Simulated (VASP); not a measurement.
**CuI: elastic constants with PBEsol**

Crystal: CuI.

```
Cu I
1.0
     0.00000    2.83423    2.83423
     2.83423    0.00000    2.83423
     2.83423    2.83423    0.00000
Cu I
1 1
Direct
  0.75000 0.75000 0.75000
  0.00000 0.00000 0.00000
```

```json
{"Program": "VASP 6.6.1", "Task": "elastic constants", "Functional": "PBEsol", "Potentials or basis": "VASP PAW PBE potentials, release 64 (Cu, I)", "Cutoff": "600 eV", "k mesh": "6 × 6 × 6", "Occupations": "gaussian, width 0.01 eV", "Spin": "no spin polarisation", "Dipole correction": "no", "Ions in elastic constants": "relaxed", "Further INCAR settings": "ALGO = Normal; EDIFF = 1e-08; NBANDS = 16; IBRION = 6; POTIM = 0.015; NSW = 1; ISIF = 3"}
```

```yaml
Elastic_constants_C11_C12_C44: 95, 82, 19 GPa
Voigt_bulk_modulus: 87 GPa
Highest_phonon_frequency_at_Γ_LO-TO_splitting_left_out: 202 cm⁻¹
```

Phonon frequencies in cm⁻¹ (negative: imaginary):
```
              q point        frequencies
(0.000, 0.000, 0.000)  0 0 0 202 202 202
```

Elastic tensor in Voigt notation (GPa, in the Cartesian axes of the cell as first typed):
```
95 82 82  0  0  0
82 95 82  0  0  0
82 82 95  0  0  0
 0  0  0 19  0  0
 0  0  0  0 19  0
 0  0  0  0  0 19
```

Clamped-ion elastic tensor (GPa):
```
95 82 82  0  0  0
82 95 82  0  0  0
82 82 95  0  0  0
 0  0  0 77  0  0
 0  0  0  0 77  0
 0  0  0  0  0 77
```

It took 5.1 min on 1 thread of AMD EPYC 9R45 (Zen 5), on a shared host, peak memory 0.23 GiB.

Caveat: the cell is under stress, which shifts elastic constants; the PAW data sets were made with another functional, which shifts forces and pressure a little.
